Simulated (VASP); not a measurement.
PbSe, 8 atoms in the cell. Symmetry: Pnma, No. 62, orthorhombic system. The conventional cell has a = 13.220 Å, b = 4.456 Å, c = 4.415 Å, α = 90.00°, β = 90.00°, γ = 90.00°. Pb (site symmetry m) has 6 Se at 2.95 to 3.66 Å within 3.9 Å. Se (site symmetry m) has 6 Pb at 2.95 to 3.66 Å within 3.9 Å. 

- Program: VASP 6.6.1
- Task: single point
- Functional: PBE
- Potentials or basis: VASP PAW PBE potentials, release 64 (Pb_d, Se)
- Cutoff: 520 eV
- k mesh: 3 × 8 × 8
- Occupations: fermi-dirac, width 0.01 eV
- Spin: no spin polarisation
- Dipole correction: no
- Further INCAR settings: ALGO = Normal; EDIFF = 1e-06; NBANDS = 50

Potentials or basis: VASP PAW PBE potentials, release 64 (Pb_d, Se).

The run is started by

```console
$ cat potpaw_PBE.64/Pb_d/POTCAR potpaw_PBE.64/Se/POTCAR > POTCAR
$ mpirun -np 1 vasp_std > vasp.out
```

Hardware: 1 thread of Intel(R) Xeon(R) Platinum 8259CL CPU @ 2.50GHz (Skylake/Cascade Lake), with other jobs on the host.

Task: Estimate the wall time of this run.

Result: Wall time 15 min on 1 thread of Intel(R) Xeon(R) Platinum 8259CL CPU @ 2.50GHz (Skylake/Cascade Lake) (shared host), peak memory 0.66 GiB. Counts: scf iterations 14, k points 50.
